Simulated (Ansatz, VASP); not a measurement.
**WS3 in VASP and in Ansatz**

File INCAR:

```
ALGO = Normal ; EDIFF = 1E-7
EDIFFG = -0.04 ; ENCUT = 500
GGA = PE ; GGA_COMPAT = False
IBRION = 2 ; ISIF = 3
ISMEAR = 0 ; LASPH = True
LCHARG = False ; LREAL = False
LWAVE = False ; NELM = 120
NELMIN = 4 ; NSW = 90
PREC = Accurate ; SIGMA = 0.1
```

KPOINTS

```
k-points
0
Gamma
  4 4 6
```

The input POSCAR:

```
WS3
1.0
    4.4580498554      0.0000000000      0.0000000000
    0.0000000000      4.4580498554      0.0000000000
    0.0000000000      0.0000000000      2.9491637976
W S
1 3
Direct
    0.0000000000      0.0000000000      0.0000000000
    0.0000000000      0.5000000000      0.5000000000
    0.5000000000      0.0000000000      0.5000000000
    0.5000000000      0.5000000000      0.0000000000
```

Input for Ansatz:

```yaml
crystal:
  lattice:
    - [4.4580498554, 0.0, 0.0]
    - [0.0, 4.4580498554, 0.0]
    - [0.0, 0.0, 2.9491637976]
  atoms:
    - { symbol: W, position: [0.0, 0.0, 0.0] }
    - { symbol: S, position: [0.0, 0.5, 0.5] }
    - { symbol: S, position: [0.5, 0.0, 0.5] }
    - { symbol: S, position: [0.5, 0.5, 0.0] }
basis:
  ecutwfc: 420
kpoints:
  mp_grid: { grid: [4, 4, 6] }
hamiltonian:
  xc: pbe
scf:
  occupations: { method: gaussian, width: 0.1 }
  lower_state_search: "off"
output:
  forces: true
  stress: true
  eigenvalues: true
relax:
  adjacent_minimum: "off"
  f_tol: 0.04
  max_steps: 70
  cell: { stress_tol: 0.4 }
```

Alike in both runs: task relaxation of cell and atoms; functional PBE; k mesh 4 × 4 × 6; occupations gaussian, width 0.1 eV; no spin polarisation.

```csv
,VASP,Ansatz
version,VASP 6.6.1,Ansatz 0.2.0
potentials or method,"VASP PAW PBE potentials, release 64 (W_sv, S), cutoff 500 eV","scalar-relativistic, plane waves, PAW"
valence electrons in the cell,32,32
```

Ansatz gave:

- gap on the k mesh at the Fermi level, each at its own relaxed structure (eV): none
- relaxed volume (Å³/atom): 14.61
- relaxed cell length with the largest relative difference (Å): 4.462

Problem. What did VASP give for the same quantities?

Solution. gap on the k mesh at the Fermi level, each at its own relaxed structure (eV): none; relaxed volume (Å³/atom): 14.58; relaxed cell length with the largest relative difference (Å): 4.458.

A gap of «none» marks a metal or a gap that the smearing closes.

Spin-orbit coupling is off throughout.
